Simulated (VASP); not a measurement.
# WAu (F-43m) in VASP: further runs

WAu is run at these levels: PBEsol-based global hybrid with 25 % exact exchange, HSE06; tasks: single point, relaxation of cell and atoms.

Program: VASP 6.6.1. These are calculated values, not measurements. Logs are shortened: lines on timing, memory, paths and dates and some standing lists are left out, and cuts for length are marked.

### 1 The cell of the first run

Symmetry: F-43m, No. 216, cubic system. The conventional cell has a = 5.818 Å, b = 5.818 Å, c = 5.818 Å, α = 90.00°, β = 90.00°, γ = 90.00°. Within 3.3 Å of W (site symmetry -43m) lie 4 Au at 2.52 Å. Within 3.3 Å of Au (site symmetry -43m) lie 4 W at 2.52 Å.

### 2 Single point, PBEsol-based global hybrid with 25 % exact exchange

Contents of POSCAR:

```
WAu
1.0
    0.0000000000      2.9092100000      2.9092100000
    2.9092100000      0.0000000000      2.9092100000
    2.9092100000      2.9092100000      0.0000000000
W Au
1 1
Direct
    0.0000000000      0.0000000000      0.0000000000
    0.7500000000      0.7500000000      0.7500000000
```

Contents of INCAR.step1:

```
PREC = Accurate
ENCUT = 520
EDIFF = 1E-5
ISMEAR = -1
SIGMA = 0.05
LREAL = False
LASPH = True
NELM = 100
ALGO = Normal
ISIF = 2
LWAVE = True
LCHARG = False
GGA = PE
NBANDS = 20
```

Contents of INCAR.step2:

```
PREC = Accurate
ENCUT = 520
EDIFF = 1E-7
ISMEAR = -1
SIGMA = 0.05
LREAL = False
LASPH = True
NELM = 100
ALGO = Normal
ISIF = 2
LWAVE = False
LCHARG = False
GGA = PS
LHFCALC = True
AEXX = 0.25
PRECFOCK = Normal
ISTART = 1
NBANDS = 20
```

Contents of KPOINTS:

```
regular mesh
0
Gamma
  4 4 4
```

Potentials or basis: VASP PAW PBE potentials, release 64 (W_sv, Au).

The run is started by

```sh
$ cat potpaw_PBE.64/W_sv/POTCAR potpaw_PBE.64/Au/POTCAR > POTCAR
$ cp INCAR.step1 INCAR
$ mpirun -np 1 vasp_std > vasp.out
$ cp INCAR.step2 INCAR
$ mpirun -np 1 vasp_std > vasp.out
```

OUTCAR:

```text
PREC = Accurate
   ENCUT = 520
   EDIFF = 1E-7
   ISMEAR = -1
   LREAL = False
   LASPH = True
   NELM = 100
   ISIF = 2
   GGA = PS
   LHFCALC = True
   AEXX = 0.25
   PRECFOCK = Normal
   ISTART = 1

 ion  position               nearest neighbor table
   1  0.000  0.000  0.000-   2 2.52   2 2.52   2 2.52   2 2.52
   2  0.750  0.750  0.750-   1 2.52   1 2.52   1 2.52   1 2.52

  LATTYP: Found a face centered cubic cell.
 ALAT       =     5.8184200000

  Lattice vectors:

 A1 = (   0.0000000000,   2.9092100000,   2.9092100000)
 A2 = (   2.9092100000,   0.0000000000,   2.9092100000)
 A3 = (   2.9092100000,   2.9092100000,   0.0000000000)

Analysis of symmetry for initial positions (statically):
=====================================================================
 Subroutine PRICEL returns:
 Original cell was already a primitive cell.

 Routine SETGRP: Setting up the symmetry group for a
 face centered cubic supercell.

 Subroutine GETGRP returns: Found 24 space group operations
 (whereof 24 operations were pure point group operations)
 out of a pool of 48 trial point group operations.

The static configuration has the point symmetry T_d .

Analysis of symmetry for dynamics (positions and initial velocities):
=====================================================================
 Subroutine PRICEL returns:
 Original cell was already a primitive cell.

 Routine SETGRP: Setting up the symmetry group for a
 face centered cubic supercell.

 Subroutine GETGRP returns: Found 24 space group operations
 (whereof 24 operations were pure point group operations)
 out of a pool of 48 trial point group operations.

The dynamic configuration has the point symmetry T_d .

 Subroutine INISYM returns: Found 24 space group operations
 (whereof 24 operations are pure point group operations),
 and found     1 'primitive' translations

----------------------------------------------------------------------------------------

                                     Primitive cell

  volume of cell :      49.2442

  direct lattice vectors                    reciprocal lattice vectors
     0.000000000  2.909210000  2.909210000    -0.171867964  0.171867964  0.171867964
     2.909210000  0.000000000  2.909210000     0.171867964 -0.171867964  0.171867964
     2.909210000  2.909210000  0.000000000     0.171867964  0.171867964 -0.171867964

  length of vectors
     4.114244238  4.114244238  4.114244238     0.297684046  0.297684046  0.297684046

  position of ions in fractional coordinates (direct lattice)
     0.000000000  0.000000000  0.000000000
     0.750000000  0.750000000  0.750000000

  ion indices of the primitive-cell ions
   primitive index   ion index
                 1           1
                 2           2

----------------------------------------------------------------------------------------

 KPOINTS: regular mesh

Automatic generation of k-mesh.
 Grid dimensions read from file:
 generate k-points for:    4    4    4

 Generating k-lattice:

  Cartesian coordinates                     Fractional coordinates (reciprocal lattice)
    -0.042966991  0.042966991  0.042966991     0.250000000  0.000000000  0.000000000
     0.042966991 -0.042966991  0.042966991     0.000000000  0.250000000  0.000000000
     0.042966991  0.042966991 -0.042966991     0.000000000  0.000000000  0.250000000

  Length of vectors
     0.074421012  0.074421012  0.074421012

  Shift w.r.t. Gamma in fractional coordinates (k-lattice)
     0.000000000  0.000000000  0.000000000

 Subroutine IBZKPT returns following result:
 ===========================================

 Found      8 irreducible k-points:

 Following reciprocal coordinates:
            Coordinates               Weight
  0.000000  0.000000  0.000000      1.000000
  0.250000  0.000000  0.000000      8.000000
  0.500000  0.000000  0.000000      4.000000
  0.250000  0.250000  0.000000      6.000000
  0.500000  0.250000  0.000000     24.000000
 -0.250000  0.250000  0.000000     12.000000
  0.500000  0.500000  0.000000      3.000000
 -0.250000  0.500000  0.250000      6.000000
   k-points           NKPTS =      8   k-points in BZ     NKDIM =     64   number of bands    NBANDS=     20
   number of dos      NEDOS =    301   number of ions     NIONS =      2
   total plane-waves  NPLWV =  32768
   dimension x,y,z NGX =    32 NGY =   32 NGZ =   32
   dimension x,y,z NGXF=    64 NGYF=   64 NGZF=   64
   ions per type =               1   1
   NGX,Y,Z   is equivalent  to a cutoff of  12.93, 12.93, 12.93 a.u.
   NGXF,Y,Z  is equivalent  to a cutoff of  25.86, 25.86, 25.86 a.u.
 SYSTEM =  unknown system
   PREC   = accura    normal or accurate (medium, high low for compatibility)
   ISTART =      1    job   : 0-new  1-cont  2-samecut
   ICHARG =      0    charge: 1-file 2-atom 10-const
   ISPIN  =      1    spin polarized calculation?
   LNONCOLLINEAR =      F non collinear calculations
   LSORBIT =      F    spin-orbit coupling
   LASPH  =      T    aspherical Exc in radial PAW
   ENCUT  =  520.0 eV  38.22 Ry    6.18 a.u.   7.65  7.65  7.65*2*pi/ulx,y,z
   NELM   =    100;   NELMIN=  2; NELMDL=  0     # of ELM steps
   EDIFF  = 0.1E-06   stopping-criterion for ELM
   LREAL  =      F    real-space projection
   EDIFFG = 0.1E-05   stopping-criterion for IOM
   NSW    =      0    number of steps for IOM
   IBRION =     -1    ionic relax: 0-MD 1-quasi-New 2-CG
   NFREE  =      0    steps in history (QN), initial steepest desc. (CG)
   ISIF   =      2    stress and relaxation
   ISYM   =      3    0-nonsym 1-usesym 2-fastsym
   POTIM  = 0.5000    time-step for ionic-motion
   TEBEG  =    0.0;   TEEND  =   0.0 temperature during run
   PSTRESS=    0.0 pullay stress
   NELECT =      25.0000    total number of electrons
   NUPDOWN=      -1.0000    fix difference up-down
   EMIN   =  10.00;   EMAX   =-10.00  energy-range for DOS
   EFERMI =   0.00;   METHOD = LEGACY
   ISMEAR =    -1;   SIGMA  =   0.05  broadening in eV -4-tet -1-fermi 0-gaus
   EFERMI_NEDOS =   21; number of points for ismear=-14 and -15
   IALGO  =     38    algorithm
   IMIX   =      1    mixing-type and parameters
     AMIX     =   0.40;   BMIX     =  1.00
     AMIX_MAG =   1.60;   BMIX_MAG =  1.00
  volume/ion in A,a.u.               =      24.62       166.16
  Fermi-wavevector in a.u.,A,eV,Ry     =   1.305980  2.467944 23.205866  1.705583
  Thomas-Fermi vector in A             =   2.436812
   LORBIT       =      0    0 simple, 1 ext, 2 COOP (PROOUT), +10 PAW based schemes
   GGA     = PS    functional components
   LHFCALC =     T    Hartree Fock is set to
   PRECFOCK=normal    Normal, Fast or Accurate (Low or Medium for compatibility)
   ENCUT4O =  -1.0   cutoff for four orbital integrals eV
   NKREDX  =     1    reduce k-point grid by
   NKREDY  =     1    reduce k-point grid by
   NKREDZ  =     1    reduce k-point grid by
   AEXX    =    0.2500 exact exchange contribution
   HFSCREEN=    0.0000 screening length (either q_TF or 0.3 A-1)
   HFSCREENC=   0.0000 screening length for correlation (either q_TF or 0.3 A-1)
   ENCUTFOCK=  -1.0 apply spherical cutoff to Coloumb kernel
   IVDW    =     0    specifies the selected vdW correction
   LEPSILON=     F    determine dielectric tensor
   LRPA    =     F    only Hartree local field effects (RPA)
 non-spin polarized calculation
  energy-cutoff  :      520.00
  volume of cell :       49.24
 maximum number of plane-waves:      1363
 NGX is ok and might be reduce to    32
  NGX = 24; NGY = 24; NGZ = 24

 number of electron      25.0000000 magnetization

 Free energy of the ion-electron system (eV)
  ---------------------------------------------------
  ext. energy  EPLUGINS =         0.00000000
  ---------------------------------------------------
  free energy    TOTEN  =       -15.89600848 eV

  energy without entropy =      -15.87910068  energy(sigma->0) =      -15.88755458

 E-fermi :   5.2684     XC(G=0):  -8.5489

 val. band max:        4.7347035253   @ k =   0.5000   0.2500   0.0000
 cond. band min:       5.3488357724   @ k =   0.5000   0.2500   0.0000
 fundamental gap:      0.6141322470
 Fermi energy:         5.2683723373

 k-point     1 :       0.0000    0.0000    0.0000
  band No.  band energies     occupation
      1     -73.9898      2.00000
      2     -36.6527      2.00000
      3     -36.6527      2.00000
      4     -36.6527      2.00000
      5      -3.6577      2.00000
      6      -1.8859      2.00000
[... 12 lines left out ...]
     19      17.5026      0.00000
     20      17.5026      0.00000

 k-point     2 :       0.2500    0.0000    0.0000
  band No.  band energies     occupation
      1     -73.9889      2.00000
      2     -36.6704      2.00000
      3     -36.6533      2.00000
      4     -36.6533      2.00000
      5      -2.7561      2.00000
      6      -2.0391      2.00000
[... 12 lines left out ...]
     19      15.7061      0.00000
     20      17.8252      0.00000

 k-point     3 :       0.5000    0.0000    0.0000
  band No.  band energies     occupation
      1     -73.9879      2.00000
      2     -36.6898      2.00000
      3     -36.6536      2.00000
      4     -36.6536      2.00000
      5      -2.3263      2.00000
      6      -1.8533      2.00000
[... 12 lines left out ...]
     19      14.7551      0.00000
     20      18.6927      0.00000

 k-point     4 :       0.2500    0.2500    0.0000
  band No.  band energies     occupation
      1     -73.9885      2.00000
      2     -36.6705      2.00000
      3     -36.6568      2.00000
      4     -36.6568      2.00000
      5      -2.5381      2.00000
      6      -2.1414      2.00000
[... 12 lines left out ...]
     19      15.3542      0.00000
     20      16.0378      0.00000

 k-point     5 :       0.5000    0.2500    0.0000
  band No.  band energies     occupation
      1     -73.9875      2.00000
      2     -36.6842      2.00000
      3     -36.6634      2.00000
      4     -36.6572      2.00000
      5      -2.3737      2.00000
      6      -2.1485      2.00000
[... 12 lines left out ...]
     19      15.6960      0.00000
     20      18.8725      0.00000

 k-point     6 :      -0.2500    0.2500    0.0000
  band No.  band energies     occupation
      1     -73.9878      2.00000
      2     -36.6787      2.00000
      3     -36.6651      2.00000
      4     -36.6530      2.00000
      5      -2.2156      2.00000
      6      -2.1539      2.00000
[... 12 lines left out ...]
     19      15.8896      0.00000
     20      18.3416      0.00000

 k-point     7 :       0.5000    0.5000    0.0000
  band No.  band energies     occupation
      1     -73.9872      2.00000
      2     -36.6914      2.00000
      3     -36.6612      2.00000
      4     -36.6612      2.00000
      5      -2.4075      2.00000
      6      -2.1320      2.00000
[... 12 lines left out ...]
     19      15.6676      0.00000
     20      16.2890      0.00000

 k-point     8 :      -0.2500    0.5000    0.2500
  band No.  band energies     occupation
      1     -73.9872      2.00000
      2     -36.6808      2.00000
      3     -36.6705      2.00000
      4     -36.6603      2.00000
      5      -2.3539      2.00000
      6      -2.3180      2.00000
[... 12 lines left out ...]
     19      18.6829      0.00000
     20      18.7876      0.00000

------------------------ aborting loop because EDIFF is reached ----------------------------------------

  FORCE on cell =-STRESS in cart. coord.  units (eV):
  Direction    XX          YY          ZZ          XY          YZ          ZX
  --------------------------------------------------------------------------------------
  -------------------------------------------------------------------------------------
  Total       -2.2862135     -2.2862135     -2.2862135      0.0000000      0.0000000      0.0000000
  in kB      -74.3827378    -74.3827378    -74.3827378      0.0000000      0.0000000      0.0000000
  external PRESSURE =     -74.3827378 kB  Pullay stress =       0.0000000 kB

 VOLUME and BASIS-vectors are now :
 -----------------------------------------------------------------------------
  energy-cutoff  :      520.00
  volume of cell :       49.24
      direct lattice vectors                 reciprocal lattice vectors
     0.000000000  2.909210000  2.909210000    -0.171867964  0.171867964  0.171867964
     2.909210000  0.000000000  2.909210000     0.171867964 -0.171867964  0.171867964
     2.909210000  2.909210000  0.000000000     0.171867964  0.171867964 -0.171867964

 POSITION                                       TOTAL-FORCE (eV/Angst)
 -----------------------------------------------------------------------------------
      0.00000      0.00000      0.00000         0.000000      0.000000      0.000000
      4.36381      4.36381      4.36381        -0.000000     -0.000000     -0.000000
 -----------------------------------------------------------------------------------
    total drift:                               -0.000001      0.000001     -0.000002

  FREE ENERGIE OF THE ION-ELECTRON SYSTEM (eV)
  ---------------------------------------------------
  free  energy   TOTEN  =       -15.8960084823 eV

  energy  without entropy=      -15.8791006791  energy(sigma->0) =      -15.88755458
```

Run time: 40 min. Hardware: 1 thread of AMD EPYC 7R43 (Zen 3), shared host; peak memory 0.17 GiB.

Results:

* Free energy: -15.8960 eV
* Pressure: -7.4 GPa
* Band gap on the k mesh: zero (an odd number of electrons rules out a gap without spin polarisation)

Caveat: the k points lie up to 0.47 Å⁻¹ apart, too coarse for converged energies and pressures of a metal; the PAW data sets were made with another functional, which shifts forces and pressure a little; spin-orbit coupling is left out, which moves the levels of the heavy elements.

### 3 Relaxation of cell and atoms, HSE06

POSCAR is that of step 2.

Contents of INCAR.step1:

```
PREC = Accurate
ENCUT = 600
EDIFF = 1E-5
ISMEAR = -1
SIGMA = 0.05
LREAL = False
LASPH = True
NELM = 60
ALGO = Normal
LWAVE = True
LCHARG = False
GGA = PE
NBANDS = 20
```

Contents of INCAR.step2:

```
PREC = Accurate
ENCUT = 600
EDIFF = 1E-6
ISMEAR = -1
SIGMA = 0.05
LREAL = False
LASPH = True
NELM = 60
ALGO = Normal
ISIF = 3
LWAVE = False
LCHARG = False
GGA = PE
LHFCALC = True
HFSCREEN = 0.2079
PRECFOCK = Normal
IBRION = 2
NSW = 60
EDIFFG = -0.01
ISTART = 1
```

Contents of KPOINTS:

```
Automatic mesh
0
Gamma
  4 4 4
```

Potentials or basis: VASP PAW PBE potentials, release 64 (W_sv, Au).

The run is started by

```sh
$ cat potpaw_PBE.64/W_sv/POTCAR potpaw_PBE.64/Au/POTCAR > POTCAR
$ cp INCAR.step1 INCAR
$ mpirun -np 1 vasp_std > vasp.out
$ cp INCAR.step2 INCAR
$ mpirun -np 1 vasp_std > vasp.out
```

Run time: 50 min. Hardware: 1 thread of AMD EPYC 9R45 (Zen 5), shared host; peak memory 0.31 GiB.

It converged, with:

- Free energy: -13.6474 eV
- Relaxed volume: 23.94 Å³/atom
- Relaxed cell: a = 4.076 Å, b = 4.076 Å, c = 4.076 Å, α = 60.00°, β = 60.00°, γ = 60.00°
- Space group after relaxing (to 0.1 Å): F-43m (No. 216)
- Energy gained by relaxing: 8.5 meV/atom
- Ionic steps: 3
- Pressure after relaxing: 0.0 GPa
- Band gap on the k mesh: zero (an odd number of electrons rules out a gap without spin polarisation)

Step by step:
```csv
step,energy change (eV),largest force (eV/Å),pressure (GPa),volume (Å³)
1,0.0000,0.0000,-3.80,49.24
2,0.0552,0.0000,9.26,45.20
3,-0.0171,0.0000,-0.04,47.87
```

Final structure:
```cif
data_structure
_symmetry_space_group_name_H-M 'P 1'
_symmetry_Int_Tables_number 1
_cell_length_a 4.0757
_cell_length_b 4.0757
_cell_length_c 4.0757
_cell_angle_alpha 60.000
_cell_angle_beta 60.000
_cell_angle_gamma 60.000
_cell_volume 47.87
loop_
_atom_site_label
_atom_site_type_symbol
_atom_site_fract_x
_atom_site_fract_y
_atom_site_fract_z
_atom_site_occupancy
W1 W 0.00000 0.00000 0.00000 1
Au1 Au 0.75000 0.75000 0.75000 1
```

Levels at points of the mesh, in eV from the Fermi level:
| k point | band 11 | band 12 | band 13 | band 14 | band 15 | band 16 |
| --- | --- | --- | --- | --- | --- | --- |
| (0.00, 0.00, 0.00) | -1.00 | -1.00 | -1.00 | 2.07 | 2.07 | 9.36 |
| (0.50, 0.00, 0.00) | -2.12 | -0.31 | -0.31 | 1.81 | 1.81 | 2.54 |
| (0.50, 0.50, 0.00) | -3.15 | 0.76 | 1.57 | 1.80 | 1.80 | 3.48 |

Caveat: the k points lie up to 0.47 Å⁻¹ apart in the final cell, too coarse for converged energies and pressures of a metal; the PAW data sets were made with another functional, which shifts forces and pressure a little; spin-orbit coupling is left out, which moves the levels of the heavy elements.

The gap in the log of VASP goes by the Fermi energy; the results here count the filled bands.